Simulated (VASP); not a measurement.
# KMgF3 (P4mm) in VASP: a series of runs

Runs on KMgF3. Level: PBE. Tasks: single point.

Program: VASP 6.6.1. These are calculated values, not measurements. Logs are shortened: lines on timing, memory, paths and dates and some standing lists are left out, and cuts for length are marked.

**1. The cell of the first run**

Symmetry: P4mm, No. 99, tetragonal system. The conventional cell has a = 3.986 Å, b = 3.986 Å, c = 3.986 Å, α = 90.00°, β = 90.00°, γ = 90.00°. K (site symmetry 4mm) has 12 F at 2.82 Å and 8 Mg at 3.42 to 3.48 Å within 3.7 Å. Mg (site symmetry 4mm) has 6 F at 1.94 to 2.04 Å within 2.6 Å. Within 2.6 Å of F (site symmetry 2mm) lie 2 Mg at 1.99 Å. Within 2.6 Å of F (site symmetry 4mm) lie 2 Mg at 1.94 to 2.04 Å.

**2. Single point, PBE (all Mg atoms moved -0.050 Å, as atom 2 along Cartesian [0 0 1])**

INCAR reads:

```
  PREC = Accurate
  ENCUT = 520
  EDIFF = 1E-7
  ISMEAR = 0
  SIGMA = 0.05
  LREAL = F
  LASPH = T
  NELM = 80
  ALGO = Normal
  ISIF = 2
  LWAVE = F
  LCHARG = F
  GGA = PE
  NBANDS = 24
```

KPOINTS reads:

```
regular mesh
0
Gamma
  6 6 6
```

POSCAR reads:

```
KMgF3
1.0
    3.9859000000      0.0000000000      0.0000000000
    0.0000000000      3.9859000000      0.0000000000
    0.0000000000      0.0000000000      3.9859000000
K Mg F
1 1 3
Direct
    0.5000000000      0.5000000000      0.5000000000
    0.0000000000      0.0000000000     -0.0125442184
    0.5000000000      0.0000000000      0.0000000000
    0.0000000000      0.5000000000      0.0000000000
    0.0000000000      0.0000000000      0.5000000000
```

Potentials or basis: VASP PAW PBE potentials, release 64 (K_sv, Mg, F).

Started as:

```sh
cat potpaw_PBE.64/K_sv/POTCAR potpaw_PBE.64/Mg/POTCAR potpaw_PBE.64/F/POTCAR > POTCAR
mpirun -np 1 vasp_std > vasp.out
```

OUTCAR:

```text
PREC = Accurate
   ENCUT = 520
   EDIFF = 1E-7
   ISMEAR = 0
   LREAL = F
   LASPH = T
   NELM = 80
   ISIF = 2
   GGA = PE

 ion  position               nearest neighbor table
   1  0.500  0.500  0.500-   3 2.82   4 2.82   5 2.82   3 2.82   4 2.82   3 2.82   5 2.82   3 2.82
                             4 2.82   5 2.82   4 2.82   5 2.82   2 3.42   2 3.42   2 3.42   2 3.42
   2  0.000  0.000  0.987-   5 1.94   4 1.99   3 1.99   4 1.99   3 1.99   5 2.04   1 3.42   1 3.42
                             1 3.42   1 3.42   1 3.48   1 3.48   1 3.48   1 3.48
   3  0.500  0.000  0.000-   2 1.99   2 1.99   1 2.82   1 2.82   1 2.82   1 2.82
   4  0.000  0.500  0.000-   2 1.99   2 1.99   1 2.82   1 2.82   1 2.82   1 2.82
   5  0.000  0.000  0.500-   2 1.94   2 2.04   1 2.82   1 2.82   1 2.82   1 2.82

  LATTYP: Found a simple cubic cell.
 ALAT       =     3.9859000000

  Lattice vectors:

 A1 = (   3.9859000000,   0.0000000000,   0.0000000000)
 A2 = (   0.0000000000,   3.9859000000,   0.0000000000)
 A3 = (   0.0000000000,   0.0000000000,   3.9859000000)

Analysis of symmetry for initial positions (statically):
=====================================================================
 Subroutine PRICEL returns:
 Original cell was already a primitive cell.

 Routine SETGRP: Setting up the symmetry group for a
 simple cubic supercell.

 Subroutine GETGRP returns: Found  8 space group operations
 (whereof  8 operations were pure point group operations)
 out of a pool of 48 trial point group operations.

The static configuration has the point symmetry C_4v.

Analysis of symmetry for dynamics (positions and initial velocities):
=====================================================================
 Subroutine PRICEL returns:
 Original cell was already a primitive cell.

 Routine SETGRP: Setting up the symmetry group for a
 simple cubic supercell.

 Subroutine GETGRP returns: Found  8 space group operations
 (whereof  8 operations were pure point group operations)
 out of a pool of 48 trial point group operations.

The dynamic configuration has the point symmetry C_4v.

 Subroutine INISYM returns: Found  8 space group operations
 (whereof  8 operations are pure point group operations),
 and found     1 'primitive' translations

----------------------------------------------------------------------------------------

                                     Primitive cell

  volume of cell :      63.3256

  direct lattice vectors                    reciprocal lattice vectors
     3.985900000  0.000000000  0.000000000     0.250884367  0.000000000  0.000000000
     0.000000000  3.985900000  0.000000000     0.000000000  0.250884367  0.000000000
     0.000000000  0.000000000  3.985900000     0.000000000  0.000000000  0.250884367

  length of vectors
     3.985900000  3.985900000  3.985900000     0.250884367  0.250884367  0.250884367

  position of ions in fractional coordinates (direct lattice)
     0.500000000  0.500000000  0.500000000
     0.000000000  0.000000000  0.987455782
     0.500000000  0.000000000  0.000000000
     0.000000000  0.500000000  0.000000000
     0.000000000  0.000000000  0.500000000

  ion indices of the primitive-cell ions
   primitive index   ion index
                 1           1
                 2           2
                 3           3
                 4           4
                 5           5

----------------------------------------------------------------------------------------

 KPOINTS: regular mesh

Automatic generation of k-mesh.
 Grid dimensions read from file:
 generate k-points for:    6    6    6

 Generating k-lattice:

  Cartesian coordinates                     Fractional coordinates (reciprocal lattice)
     0.041814061  0.000000000  0.000000000     0.166666667  0.000000000  0.000000000
     0.000000000  0.041814061  0.000000000     0.000000000  0.166666667  0.000000000
     0.000000000  0.000000000  0.041814061     0.000000000  0.000000000  0.166666667

  Length of vectors
     0.041814061  0.041814061  0.041814061

  Shift w.r.t. Gamma in fractional coordinates (k-lattice)
     0.000000000  0.000000000  0.000000000

 Subroutine IBZKPT returns following result:
 ===========================================

 Found     40 irreducible k-points:

 Following reciprocal coordinates:
            Coordinates               Weight
  0.000000  0.000000  0.000000      1.000000
  0.166667  0.000000  0.000000      4.000000
  0.000000  0.000000  0.166667      2.000000
  0.333333  0.000000  0.000000      4.000000
  0.000000  0.000000  0.333333      2.000000
  0.500000  0.000000  0.000000      2.000000
[... 16 lines left out ...]
  0.166667  0.166667  0.166667      8.000000
  0.333333  0.166667  0.166667     16.000000
 [... further k-points ...]
   k-points           NKPTS =     40   k-points in BZ     NKDIM =     40   number of bands    NBANDS=     24
   number of dos      NEDOS =    301   number of ions     NIONS =      5
   total plane-waves  NPLWV =  27000
   dimension x,y,z NGX =    30 NGY =   30 NGZ =   30
   dimension x,y,z NGXF=    60 NGYF=   60 NGZF=   60
   ions per type =               1   1   3
   NGX,Y,Z   is equivalent  to a cutoff of  12.51, 12.51, 12.51 a.u.
   NGXF,Y,Z  is equivalent  to a cutoff of  25.03, 25.03, 25.03 a.u.
 SYSTEM =  unknown system
   PREC   = accura    normal or accurate (medium, high low for compatibility)
   ISTART =      0    job   : 0-new  1-cont  2-samecut
   ICHARG =      2    charge: 1-file 2-atom 10-const
   ISPIN  =      1    spin polarized calculation?
   LNONCOLLINEAR =      F non collinear calculations
   LSORBIT =      F    spin-orbit coupling
   LASPH  =      T    aspherical Exc in radial PAW
   ENCUT  =  520.0 eV  38.22 Ry    6.18 a.u.   7.41  7.41  7.41*2*pi/ulx,y,z
   NELM   =     80;   NELMIN=  2; NELMDL= -5     # of ELM steps
   EDIFF  = 0.1E-06   stopping-criterion for ELM
   LREAL  =      F    real-space projection
   EDIFFG = 0.1E-05   stopping-criterion for IOM
   NSW    =      0    number of steps for IOM
   IBRION =     -1    ionic relax: 0-MD 1-quasi-New 2-CG
   NFREE  =      0    steps in history (QN), initial steepest desc. (CG)
   ISIF   =      2    stress and relaxation
   ISYM   =      2    0-nonsym 1-usesym 2-fastsym
   POTIM  = 0.5000    time-step for ionic-motion
   TEBEG  =    0.0;   TEEND  =   0.0 temperature during run
   PSTRESS=    0.0 pullay stress
   NELECT =      32.0000    total number of electrons
   NUPDOWN=      -1.0000    fix difference up-down
   EMIN   =  10.00;   EMAX   =-10.00  energy-range for DOS
   EFERMI =   0.00;   METHOD = LEGACY
   ISMEAR =     0;   SIGMA  =   0.05  broadening in eV -4-tet -1-fermi 0-gaus
   EFERMI_NEDOS =   21; number of points for ismear=-14 and -15
   IALGO  =     38    algorithm
   IMIX   =      4    mixing-type and parameters
     AMIX     =   0.40;   BMIX     =  1.00
     AMIX_MAG =   1.60;   BMIX_MAG =  1.00
  volume/ion in A,a.u.               =      12.67        85.47
  Fermi-wavevector in a.u.,A,eV,Ry     =   1.303962  2.464132 23.134232  1.700318
  Thomas-Fermi vector in A             =   2.434930
   LORBIT       =      0    0 simple, 1 ext, 2 COOP (PROOUT), +10 PAW based schemes
   GGA     = PE    functional components
   LHFCALC =     F    Hartree Fock is set to
   AEXX    =    0.0000 exact exchange contribution
   IVDW    =     0    specifies the selected vdW correction
   LEPSILON=     F    determine dielectric tensor
   LRPA    =     F    only Hartree local field effects (RPA)
 non-spin polarized calculation
 Gauss-broadening in eV      SIGMA  =   0.05
  energy-cutoff  :      520.00
  volume of cell :       63.33
 maximum number of plane-waves:      1743
 NGX is ok and might be reduce to    30
   NGX = 15   NGY = 15   NGZ = 15

 number of electron      31.9999958 magnetization

 Free energy of the ion-electron system (eV)
  ---------------------------------------------------
  ext. energy  EPLUGINS =         0.00000000
  ---------------------------------------------------
  free energy    TOTEN  =       -24.40258304 eV

  energy without entropy =      -24.40258304  energy(sigma->0) =      -24.40258304

 E-fermi :  -1.2626     XC(G=0):  -9.6837

 val. band max:       -1.5988916338   @ k =   0.5000   0.5000   0.5000
 cond. band min:       5.7026873557   @ k =   0.0000   0.0000   0.0000
 fundamental gap:      7.3015789895
 Fermi energy:        -1.2625621713

 k-point     1 :       0.0000    0.0000    0.0000
  band No.  band energies     occupation
      1     -27.2564      2.00000
      2     -21.7209      2.00000
      3     -21.0712      2.00000
      4     -21.0641      2.00000
      5     -10.7489      2.00000
      6     -10.7489      2.00000
[... 16 lines left out ...]
     23      12.3994      0.00000
     24      15.3245      0.00000

 k-point     2 :       0.1667    0.0000    0.0000
  band No.  band energies     occupation
      1     -27.2494      2.00000
      2     -21.6912      2.00000
      3     -21.1027      2.00000
      4     -21.0663      2.00000
      5     -10.7452      2.00000
      6     -10.7352      2.00000
[... 16 lines left out ...]
     23      12.3969      0.00000
     24      15.1748      0.00000

 k-point     3 :       0.0000    0.0000    0.1667
  band No.  band energies     occupation
      1     -27.2494      2.00000
      2     -21.6906      2.00000
      3     -21.1084      2.00000
      4     -21.0613      2.00000
      5     -10.7445      2.00000
      6     -10.7352      2.00000
[... 16 lines left out ...]
     23      12.3940      0.00000
     24      15.1860      0.00000
[... 514 lines left out ...]
 k-point    23 :       0.1667    0.1667    0.1667
  band No.  band energies     occupation
      1     -27.2368      2.00000
      2     -21.6276      2.00000
      3     -21.1197      2.00000
      4     -21.1128      2.00000
      5     -10.7626      2.00000
      6     -10.7622      2.00000
[... 16 lines left out ...]
     23      12.4958      0.00000
     24      14.7306      0.00000

 k-point    24 :       0.3333    0.1667    0.1667
  band No.  band energies     occupation
      1     -27.2246      2.00000
      2     -21.5487      2.00000
      3     -21.1955      2.00000
      4     -21.1119      2.00000
      5     -10.7825      2.00000
      6     -10.7565      2.00000
[... 16 lines left out ...]
     23      12.6007      0.00000
     24      14.1201      0.00000

 [... further k-points ...]
[... 5 lines left out ...]
  --------------------------------------------------------------------------------------
  -------------------------------------------------------------------------------------
  Total        1.3290077      1.3290077      1.4651493      0.0000000      0.0000000      0.0000000
  in kB       33.6247349     33.6247349     37.0692054      0.0000000      0.0000000      0.0000000
  external PRESSURE =      34.7728917 kB  Pullay stress =       0.0000000 kB

 VOLUME and BASIS-vectors are now :
 -----------------------------------------------------------------------------
  energy-cutoff  :      520.00
  volume of cell :       63.33
      direct lattice vectors                 reciprocal lattice vectors
     3.985900000  0.000000000  0.000000000     0.250884367  0.000000000  0.000000000
     0.000000000  3.985900000  0.000000000     0.000000000  0.250884367  0.000000000
     0.000000000  0.000000000  3.985900000     0.000000000  0.000000000  0.250884367

 POSITION                                       TOTAL-FORCE (eV/Angst)
 -----------------------------------------------------------------------------------
      1.99295      1.99295      1.99295        -0.000000      0.000000     -0.062751
      0.00000      0.00000      3.93590        -0.000000     -0.000000      0.485892
      1.99295      0.00000      0.00000        -0.000000     -0.000000     -0.040009
      0.00000      1.99295      0.00000         0.000000     -0.000000     -0.040009
      0.00000      0.00000      1.99295        -0.000000     -0.000000     -0.343125
 -----------------------------------------------------------------------------------
    total drift:                                0.000000     -0.000000     -0.000237

  FREE ENERGIE OF THE ION-ELECTRON SYSTEM (eV)
  ---------------------------------------------------
  free  energy   TOTEN  =       -24.4025830414 eV

  energy  without entropy=      -24.4025830414  energy(sigma->0) =      -24.40258304
```

It took 1.7 min on 1 thread of AMD EPYC 7R13, shared host; peak memory 0.17 GiB.

Results:

* Free energy: -24.4026 eV
* Pressure: 3.5 GPa
* Largest force: 0.486 eV/Å
* Band gap on the k mesh: 7.30 eV, indirect (least direct gap 7.63 eV)

Forces in eV/Å, atoms in the order of the input:
```
K    0.000  0.000 -0.063
Mg   0.000  0.000  0.486
F    0.000  0.000 -0.040
F    0.000  0.000 -0.040
F    0.000  0.000 -0.343
```

Caveat: the cell differs from its parent crystal (all Mg atoms moved -0.050 Å, as atom 2 along Cartesian [0 0 1]).

(Part 1 of 3 ends here.)
